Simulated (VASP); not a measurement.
# SnO2 (R-3m) in VASP: notebook

Runs on SnO2. Level: r2SCAN. Tasks: single point.

Program: VASP 6.6.1. These are calculated values, not measurements. Logs are shortened: lines on timing, memory, paths and dates and some standing lists are left out, and cuts for length are marked.

## (1) The cell of the first run

Symmetry: R-3m, No. 166, trigonal system. Conventional cell: a = 3.256 Å, b = 3.256 Å, c = 14.497 Å, α = 90.00°, β = 90.00°, γ = 120.00°. Within 2.8 Å of Sn (site symmetry -3m) lie 6 O at 2.14 Å. Within 2.8 Å of O (site symmetry 3m) lie 3 Sn at 2.14 Å and 3 O at 2.78 Å.

## (2) Single point, r2SCAN

Input file POSCAR:

```
SnO2
1.0
    1.6278026130      0.9398122768      4.8323855144
   -1.6278026130      0.9398122768      4.8323855144
    0.0000000000     -1.8796245536      4.8323855144
Sn O
1 2
Direct
    0.5000000000      0.5000000000      0.5000000000
    0.7628300000      0.7628300000      0.7628300000
    0.2371700000      0.2371700000      0.2371700000
```

Input file INCAR.step1:

```
SYSTEM = SnO2
  PREC = Accurate
  ENCUT = 520
  ISMEAR = -1
  SIGMA = 0.05
  LREAL = .FALSE.
  LASPH = .TRUE.
  NELM = 100
  NBANDS = 20
  GGA = PE
  ALGO = Normal
  EDIFF = 1E-4
  LWAVE = .TRUE.
  LCHARG = .FALSE.
```

Input file INCAR.step2:

```
SYSTEM = SnO2
  PREC = Accurate
  ENCUT = 520
  EDIFF = 1E-6
  ISMEAR = -1
  SIGMA = 0.05
  LREAL = .FALSE.
  LASPH = .TRUE.
  NELM = 100
  ALGO = Normal
  ISIF = 2
  LWAVE = .FALSE.
  LCHARG = .FALSE.
  METAGGA = R2SCAN
  LMIXTAU = .TRUE.
  NBANDS = 20
  ISTART = 1
```

Input file KPOINTS:

```
Automatic mesh
0
G
  10 10 10
  0 0 0
```

Potentials or basis: VASP PAW PBE potentials, release 64 (Sn_d, O).

On the command line:

```sh
> cat potpaw_PBE.64/Sn_d/POTCAR potpaw_PBE.64/O/POTCAR > POTCAR
> cp INCAR.step1 INCAR
> mpirun -np 1 vasp_std > vasp.out
> cp INCAR.step2 INCAR
> mpirun -np 1 vasp_std > vasp.out
```

OUTCAR:

```text
SYSTEM = SnO2
   PREC = Accurate
   ENCUT = 520
   EDIFF = 1E-6
   ISMEAR = -1
   LREAL = .FALSE.
   LASPH = .TRUE.
   NELM = 100
   ISIF = 2
   METAGGA = R2SCAN
   ISTART = 1

 ion  position               nearest neighbor table
   1  0.500  0.500  0.500-   3 2.14   2 2.14   3 2.14   3 2.14   2 2.14   2 2.14
   2  0.763  0.763  0.763-   1 2.14   1 2.14   1 2.14
   3  0.237  0.237  0.237-   1 2.14   1 2.14   1 2.14

  LATTYP: Found a trigonal (rhomboedric) cell.
 ALAT       =     5.1850687770
 COS(alpha) =     0.8028828391

  Lattice vectors:

 A1 = (   1.6278026130,   0.9398122768,   4.8323855144)
 A2 = (  -1.6278026130,   0.9398122768,   4.8323855144)
 A3 = (   0.0000000000,  -1.8796245536,   4.8323855144)

Analysis of symmetry for initial positions (statically):
=====================================================================
 Subroutine PRICEL returns:
 Original cell was already a primitive cell.

 Routine SETGRP: Setting up the symmetry group for a
 trigonal (rhombohedral) supercell.

 Subroutine GETGRP returns: Found 12 space group operations
 (whereof 12 operations were pure point group operations)
 out of a pool of 12 trial point group operations.

The static configuration has the point symmetry D_3d.

Analysis of symmetry for dynamics (positions and initial velocities):
=====================================================================
 Subroutine PRICEL returns:
 Original cell was already a primitive cell.

 Routine SETGRP: Setting up the symmetry group for a
 trigonal (rhombohedral) supercell.

 Subroutine GETGRP returns: Found 12 space group operations
 (whereof 12 operations were pure point group operations)
 out of a pool of 12 trial point group operations.

The dynamic configuration has the point symmetry D_3d.

 Subroutine INISYM returns: Found 12 space group operations
 (whereof 12 operations are pure point group operations),
 and found     1 'primitive' translations

----------------------------------------------------------------------------------------

                                     Primitive cell

  volume of cell :      44.3563

  direct lattice vectors                    reciprocal lattice vectors
     1.627802613  0.939812277  4.832385514     0.307162549  0.177340380  0.068979044
    -1.627802613  0.939812277  4.832385514    -0.307162549  0.177340380  0.068979044
     0.000000000 -1.879624554  4.832385514     0.000000000 -0.354680761  0.068979044

  length of vectors
     5.185068777  5.185068777  5.185068777     0.361326100  0.361326100  0.361326100

  position of ions in fractional coordinates (direct lattice)
     0.500000000  0.500000000  0.500000000
     0.762830000  0.762830000  0.762830000
     0.237170000  0.237170000  0.237170000

  ion indices of the primitive-cell ions
   primitive index   ion index
                 1           1
                 2           2
                 3           3

----------------------------------------------------------------------------------------

 KPOINTS: Automatic mesh

Automatic generation of k-mesh.
 Grid dimensions read from file:
 generate k-points for:   10   10   10

 Generating k-lattice:

  Cartesian coordinates                     Fractional coordinates (reciprocal lattice)
     0.030716255  0.017734038  0.006897904     0.100000000  0.000000000  0.000000000
    -0.030716255  0.017734038  0.006897904     0.000000000  0.100000000  0.000000000
     0.000000000 -0.035468076  0.006897904     0.000000000  0.000000000  0.100000000

  Length of vectors
     0.036132610  0.036132610  0.036132610

  Shift w.r.t. Gamma in fractional coordinates (k-lattice)
     0.000000000  0.000000000  0.000000000

 Subroutine IBZKPT returns following result:
 ===========================================

 Found    116 irreducible k-points:

 Following reciprocal coordinates:
            Coordinates               Weight
  0.000000  0.000000  0.000000      1.000000
  0.100000  0.000000  0.000000      6.000000
  0.200000  0.000000  0.000000      6.000000
  0.300000  0.000000  0.000000      6.000000
  0.400000  0.000000  0.000000      6.000000
  0.500000  0.000000  0.000000      3.000000
[... 16 lines left out ...]
  0.300000  0.300000  0.000000      6.000000
  0.400000  0.300000  0.000000     12.000000
 [... further k-points ...]
   k-points           NKPTS =    116   k-points in BZ     NKDIM =    116   number of bands    NBANDS=     20
   number of dos      NEDOS =    301   number of ions     NIONS =      3
   total plane-waves  NPLWV =  64000
   dimension x,y,z NGX =    40 NGY =   40 NGZ =   40
   dimension x,y,z NGXF=    80 NGYF=   80 NGZF=   80
   ions per type =               1   2
   NGX,Y,Z   is equivalent  to a cutoff of  12.82, 12.82, 12.82 a.u.
   NGXF,Y,Z  is equivalent  to a cutoff of  25.65, 25.65, 25.65 a.u.
 SYSTEM =  SnO2
   PREC   = accura    normal or accurate (medium, high low for compatibility)
   ISTART =      1    job   : 0-new  1-cont  2-samecut
[... 76 lines left out ...]
      2     -17.7578      2.00000
      3     -17.6562      2.00000
      4     -17.4978      2.00000
      5     -17.4806      2.00000
      6     -15.9389      2.00000
[... 12 lines left out ...]
     19      18.6996      0.00000
     20      20.6327      0.00000

 k-point     3 :       0.2000    0.0000    0.0000
  band No.  band energies     occupation
      1     -18.0178      2.00000
      2     -17.7166      2.00000
      3     -17.6184      2.00000
      4     -17.5210      2.00000
      5     -17.4691      2.00000
      6     -15.7419      2.00000
[... 12 lines left out ...]
     19      17.2346      0.00000
     20      20.8938      0.00000

 k-point     4 :       0.3000    0.0000    0.0000
  band No.  band energies     occupation
      1     -18.2707      2.00000
      2     -17.6259      2.00000
      3     -17.5946      2.00000
      4     -17.5220      2.00000
      5     -17.4307      2.00000
      6     -15.4275      2.00000
[... 12 lines left out ...]
     19      16.3522      0.00000
     20      19.3908      0.00000

 k-point     5 :       0.4000    0.0000    0.0000
  band No.  band energies     occupation
      1     -18.4528      2.00000
      2     -17.6096      2.00000
      3     -17.5911      2.00000
      4     -17.4755      2.00000
      5     -17.3828      2.00000
      6     -15.1018      2.00000
[... 12 lines left out ...]
     19      16.1302      0.00000
     20      17.7635      0.00000

 k-point     6 :       0.5000    0.0000    0.0000
  band No.  band energies     occupation
      1     -18.5178      2.00000
      2     -17.6124      2.00000
      3     -17.5918      2.00000
      4     -17.4511      2.00000
      5     -17.3621      2.00000
      6     -14.9549      2.00000
[... 12 lines left out ...]
     19      16.4989      0.00000
     20      16.8348      0.00000

 k-point     7 :       0.1000    0.1000    0.0000
  band No.  band energies     occupation
      1     -17.8440      2.00000
      2     -17.7579      2.00000
      3     -17.6562      2.00000
      4     -17.4978      2.00000
      5     -17.4805      2.00000
      6     -15.9368      2.00000
[... 12 lines left out ...]
     19      18.6344      0.00000
     20      20.6785      0.00000
[... 277 lines left out ...]
 k-point    20 :      -0.4000    0.2000   -0.0000
  band No.  band energies     occupation
      1     -18.3655      2.00000
      2     -17.8738      2.00000
      3     -17.5616      2.00000
      4     -17.4635      2.00000
      5     -17.4384      2.00000
      6     -14.4230      2.00000
[... 12 lines left out ...]
     19      16.6413      0.00000
     20      17.8083      0.00000

 k-point    21 :      -0.3000    0.2000   -0.0000
  band No.  band energies     occupation
      1     -18.3324      2.00000
      2     -17.8568      2.00000
      3     -17.5559      2.00000
      4     -17.5026      2.00000
      5     -17.4147      2.00000
      6     -14.6664      2.00000
[... 12 lines left out ...]
     19      16.7891      0.00000
     20      17.5264      0.00000

 k-point    22 :      -0.2000    0.2000    0.0000
  band No.  band energies     occupation
      1     -18.2489      2.00000
      2     -17.8067      2.00000
      3     -17.5460      2.00000
      4     -17.5404      2.00000
      5     -17.4140      2.00000
      6     -15.1222      2.00000
[... 12 lines left out ...]
     19      16.9092      0.00000
     20      18.2869      0.00000

 k-point    23 :       0.3000    0.3000    0.0000
  band No.  band energies     occupation
      1     -18.2689      2.00000
      2     -17.6253      2.00000
      3     -17.5943      2.00000
      4     -17.5225      2.00000
      5     -17.4307      2.00000
      6     -15.4319      2.00000
[... 12 lines left out ...]
     19      16.0487      0.00000
     20      21.5472      0.00000

 k-point    24 :       0.4000    0.3000    0.0000
  band No.  band energies     occupation
      1     -18.3442      2.00000
      2     -17.6922      2.00000
      3     -17.5808      2.00000
      4     -17.5047      2.00000
      5     -17.4064      2.00000
      6     -15.1438      2.00000
[... 12 lines left out ...]
     19      16.5500      0.00000
     20      20.3683      0.00000

 [... further k-points ...]
[... 5 lines left out ...]
  --------------------------------------------------------------------------------------
  -------------------------------------------------------------------------------------
  Total       -2.6858659     -2.6858659     -2.0101944      0.0000000      0.0000000     -0.0000000
  in kB      -97.0150745    -97.0150745    -72.6094188      0.0000000      0.0000000     -0.0000000
  external PRESSURE =     -88.8798560 kB  Pullay stress =       0.0000000 kB

 VOLUME and BASIS-vectors are now :
 -----------------------------------------------------------------------------
  energy-cutoff  :      520.00
  volume of cell :       44.36
      direct lattice vectors                 reciprocal lattice vectors
     1.627802613  0.939812277  4.832385514     0.307162549  0.177340380  0.068979044
    -1.627802613  0.939812277  4.832385514    -0.307162549  0.177340380  0.068979044
     0.000000000 -1.879624554  4.832385514     0.000000000 -0.354680761  0.068979044

 POSITION                                       TOTAL-FORCE (eV/Angst)
 -----------------------------------------------------------------------------------
      0.00000      0.00000      7.24858         0.000000     -0.000000     -0.000000
      0.00000      0.00000     11.05887        -0.000000      0.000000      0.754577
      0.00000      0.00000      3.43829        -0.000000     -0.000000     -0.754577
 -----------------------------------------------------------------------------------
    total drift:                                0.000000      0.000000      0.000000

  FREE ENERGIE OF THE ION-ELECTRON SYSTEM (eV)
  ---------------------------------------------------
  free  energy   TOTEN  =       -41.5833553096 eV

  energy  without entropy=      -41.5833553096  energy(sigma->0) =      -41.58335531
```

Wall time 7.6 min (1 thread of AMD EPYC 9R45 (Zen 5), shared host); peak memory 0.29 GiB.

What came out:

- Free energy: -41.5834 eV
- Pressure: -8.9 GPa
- Largest force: 0.755 eV/Å
- Band gap on the k mesh: 2.29 eV (least direct gap 2.39 eV)

Forces on the atoms (eV/Å):
```
Sn   0.000  0.000  0.000
O    0.000  0.000  0.755
O    0.000  0.000 -0.755
```

Levels at points of the mesh, in eV from the valence-band top:
| k point | band 11 | band 12 | band 13 | band 14 | band 15 | band 16 |
| --- | --- | --- | --- | --- | --- | --- |
| (0.00, 0.00, 0.00) | -0.89 | -0.89 | -0.10 | 2.29 | 6.31 | 11.75 |
| (0.50, 0.00, 0.00) | -1.44 | -0.58 | -0.55 | 5.78 | 8.34 | 10.73 |
| (0.50, 0.50, 0.00) | -1.12 | -0.44 | -0.03 | 5.51 | 7.53 | 11.45 |
| (0.50, 0.50, 0.50) | -1.20 | -0.84 | -0.84 | 3.52 | 6.17 | 11.93 |

Caveat: the cell stands under tension; the PAW data sets were made with another functional, which shifts forces and pressure a little; spin-orbit coupling is left out, which moves the levels of the heavy elements.

## (3) Single point, r2SCAN

This run uses another cell than the first one, of 15.08 Å³/atom.

Input file POSCAR:

```
SnO2
1.0
    1.6383730560      0.9459151249      4.8637655204
   -1.6383730560      0.9459151249      4.8637655204
    0.0000000000     -1.8918302499      4.8637655204
Sn O
1 2
Direct
    0.5000000000      0.5000000000      0.5000000000
    0.7628300000      0.7628300000      0.7628300000
    0.2371700000      0.2371700000      0.2371700000
```

Input file INCAR.step1:

```
  PREC = Accurate
  ENCUT = 520
  ISMEAR = -1
  SIGMA = 0.05
  LREAL = False
  LASPH = True
  NELM = 80
  NBANDS = 20
  GGA = PE
  ALGO = Normal
  EDIFF = 1E-4
  LWAVE = True
  LCHARG = False
```

Input file INCAR.step2:

```
  PREC = Accurate
  ENCUT = 520
  EDIFF = 1E-6
  ISMEAR = -1
  SIGMA = 0.05
  LREAL = False
  LASPH = True
  NELM = 80
  ALGO = Normal
  ISIF = 2
  LWAVE = False
  LCHARG = True
  METAGGA = R2SCAN
  LMIXTAU = True
  LELF = True
  LVHAR = True
  NBANDS = 20
  ISTART = 1
```

Input file KPOINTS:

```
Automatic mesh
0
Gamma
  10 10 10
```

Potentials or basis: VASP PAW PBE potentials, release 64 (Sn_d, O).

On the command line:

```sh
> cat potpaw_PBE.64/Sn_d/POTCAR potpaw_PBE.64/O/POTCAR > POTCAR
> cp INCAR.step1 INCAR
> mpirun -np 1 vasp_std > vasp.out
> cp INCAR.step2 INCAR
> mpirun -np 1 vasp_std > vasp.out
```

Wall time 7.4 min (1 thread of AMD EPYC 9R45 (Zen 5), shared host); peak memory 0.29 GiB.

Results (log left out):

```yaml
Free_energy: -41.5299 eV
Pressure: -11.2 GPa
Largest_force: 0.938 eV/Å
Band_gap_on_the_k_mesh: 2.16 eV (least direct gap 2.24 eV)
```

Forces in eV/Å, atoms in the order of the input:
```
Sn   0.000  0.000  0.000
O    0.000  0.000  0.938
O    0.000  0.000 -0.938
```

Stress tensor (GPa, compression positive):
```
-12.52   0.00   0.00
  0.00 -12.52   0.00
  0.00   0.00  -8.59
```

Levels at points of the mesh, in eV from the valence-band top:
```csv
k point,band 10,band 11,band 12,band 13,band 14,band 15,band 16,band 17
"(0.00, 0.00, 0.00)",-1.22,-0.89,-0.89,-0.08,2.16,6.21,11.56,11.56
"(0.50, 0.00, 0.00)",-2.83,-1.41,-0.58,-0.53,5.58,8.20,10.58,12.88
"(0.50, 0.50, 0.00)",-2.92,-1.10,-0.45,-0.03,5.32,7.42,11.25,11.75
"(0.50, 0.50, 0.50)",-1.28,-1.15,-0.85,-0.85,3.36,6.05,11.73,11.73
```

Caveat: the cell stands under tension; the PAW data sets were made with another functional, which shifts forces and pressure a little; spin-orbit coupling is left out, which moves the levels of the heavy elements.

## (4) Single point, r2SCAN

This run uses another cell than the first one, of 15.37 Å³/atom.

Input file POSCAR:

```
SnO2
1.0
    1.6488088345      0.9519402245      4.8947457539
   -1.6488088345      0.9519402245      4.8947457539
    0.0000000000     -1.9038804490      4.8947457539
Sn O
1 2
Direct
    0.5000000000      0.5000000000      0.5000000000
    0.7628300000      0.7628300000      0.7628300000
    0.2371700000      0.2371700000      0.2371700000
```

Input file INCAR.step1:

```
  PREC = Accurate
  ENCUT = 520
  ISMEAR = -1
  SIGMA = 0.05
  LREAL = F
  LASPH = T
  NELM = 80
  NBANDS = 20
  GGA = PE
  ALGO = Normal
  EDIFF = 1E-4
  LWAVE = T
  LCHARG = F
```

Input file INCAR.step2:

```
  PREC = Accurate
  ENCUT = 520
  EDIFF = 1E-6
  ISMEAR = -1
  SIGMA = 0.05
  LREAL = F
  LASPH = T
  NELM = 80
  ALGO = Normal
  ISIF = 2
  LWAVE = F
  LCHARG = F
  METAGGA = R2SCAN
  LMIXTAU = T
  NBANDS = 20
  ISTART = 1
```

KPOINTS is that of step 3.

On the command line:

```sh
> cat potpaw_PBE.64/Sn_d/POTCAR potpaw_PBE.64/O/POTCAR > POTCAR
> cp INCAR.step1 INCAR
> mpirun -np 1 vasp_std > vasp.out
> cp INCAR.step2 INCAR
> mpirun -np 1 vasp_std > vasp.out
```

It took 6.6 min on 1 thread of AMD EPYC 9R45 (Zen 5), shared host; peak memory 0.29 GiB.

The run converged. Its results:

| Item | Value |
| --- | --- |
| Free energy | -41.4645 eV |
| Pressure | -13.3 GPa |
| Largest force | 1.107 eV/Å |
| Band gap on the k mesh | 2.04 eV (least direct gap 2.11 eV) |

Forces in eV/Å, atoms in the order of the input:
```
Sn   0.000  0.000  0.000
O    0.000  0.000  1.107
O    0.000  0.000 -1.107
```

Stress tensor (GPa, compression positive):
```
-15.02   0.00   0.00
  0.00 -15.02   0.00
  0.00   0.00  -9.74
```

Levels at points of the mesh, in eV from the valence-band top:
| k point | band 10 | band 11 | band 12 | band 13 | band 14 | band 15 | band 16 | band 17 |
| --- | --- | --- | --- | --- | --- | --- | --- | --- |
| (0.00, 0.00, 0.00) | -1.20 | -0.89 | -0.89 | -0.07 | 2.04 | 6.11 | 11.38 | 11.38 |
| (0.50, 0.00, 0.00) | -2.78 | -1.38 | -0.58 | -0.52 | 5.38 | 8.07 | 10.43 | 12.76 |
| (0.50, 0.50, 0.00) | -2.87 | -1.08 | -0.46 | -0.03 | 5.15 | 7.30 | 11.06 | 11.65 |
| (0.50, 0.50, 0.50) | -1.26 | -1.10 | -0.85 | -0.85 | 3.21 | 5.94 | 11.54 | 11.54 |

Caveat: the stress differs along the axes, from -15 to -10 GPa; the PAW data sets were made with another functional, which shifts forces and pressure a little; spin-orbit coupling is left out, which moves the levels of the heavy elements. A k mesh can miss the band edges.

## (5) Overview

| cell | gap on the mesh (eV) | pressure (GPa) | largest force (eV/Å) |
| --- | --- | --- | --- |
| a = 5.185 Å, angles 36.6°, 3 atoms | 2.29 | -8.9 | 0.75 |
| a = 5.219 Å, angles 36.6°, 3 atoms | 2.16 | -11.2 | 0.94 |
| a = 5.252 Å, angles 36.6°, 3 atoms | 2.04 | -13.3 | 1.11 |

Alike in all rows: task single point; level r2SCAN; potentials or basis VASP PAW PBE potentials, release 64 (Sn_d, O); no spin polarisation; k mesh 10 × 10 × 10; cutoff (eV) 520; smearing fermi-dirac 0.05 eV.

Caveats: the PAW data sets were made with another functional, which shifts forces and pressure a little; spin-orbit coupling is left out, which moves the levels of the heavy elements; the cell stands under tension (at least some runs); the stress differs along the axes, from -15 to -10 GPa (at least some runs).

Total energies depend on the potentials used, so only differences within one code and one set of settings carry meaning.
